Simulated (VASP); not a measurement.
Here is a VASP 6.6.1 calculation.

The input POSCAR:

```
N
1.0
    3.5804202189      0.0000000000      0.0000000000
   -1.7902101095      3.1007348658      0.0000000000
    0.0000000000      0.0000000000      7.6415139778
N
4
Direct
    0.3333333333      0.6666666667      0.3215707895
    0.3333333333      0.6666666667      0.1784292105
    0.6666666667      0.3333333333      0.8215707895
    0.6666666667      0.3333333333      0.6784292105
```

Contents of INCAR.step1:

```
SYSTEM = N
PREC = Accurate
ENCUT = 520
ISMEAR = 0
SIGMA = 0.01
LREAL = .FALSE.
LASPH = .TRUE.
NELM = 100
NBANDS = 18
GGA = PE
ALGO = Normal
EDIFF = 1E-4
LWAVE = .TRUE.
LCHARG = .FALSE.
```

Contents of INCAR.step2:

```
SYSTEM = N
PREC = Accurate
ENCUT = 520
EDIFF = 1E-6
ISMEAR = 0
SIGMA = 0.01
LREAL = .FALSE.
LASPH = .TRUE.
NELM = 100
ALGO = Normal
ISIF = 2
LWAVE = .FALSE.
LCHARG = .FALSE.
METAGGA = R2SCAN
LMIXTAU = .TRUE.
NBANDS = 18
ISTART = 1
```

Contents of KPOINTS:

```
regular mesh
0
G
  6 6 2
  0 0 0
```

Potentials or basis: VASP PAW PBE potentials, release 64 (N).

Command:

```bash
$ cat potpaw_PBE.64/N/POTCAR > POTCAR
$ cp INCAR.step1 INCAR
$ mpirun -np 1 vasp_std > vasp.out
$ cp INCAR.step2 INCAR
$ mpirun -np 1 vasp_std > vasp.out
```

Problem. Predict the band gap on the k mesh.

Solution. 7.70 eV, indirect (least direct gap 7.75 eV).

Problem. What does it give for the pressure?

Solution. 3.1 GPa.

Problem. Predict the largest force.

Solution. 2.245 eV/Å.

Forces on the atoms (eV/Å):
```
N    0.000  0.000  2.245
N    0.000  0.000 -2.245
N    0.000  0.000  2.245
N    0.000  0.000 -2.245
```

Caveat: the standard files for N, O and F lose accuracy on very short bonds; the PAW data sets were made with another functional, which shifts forces and pressure a little. A k mesh can miss the band edges.
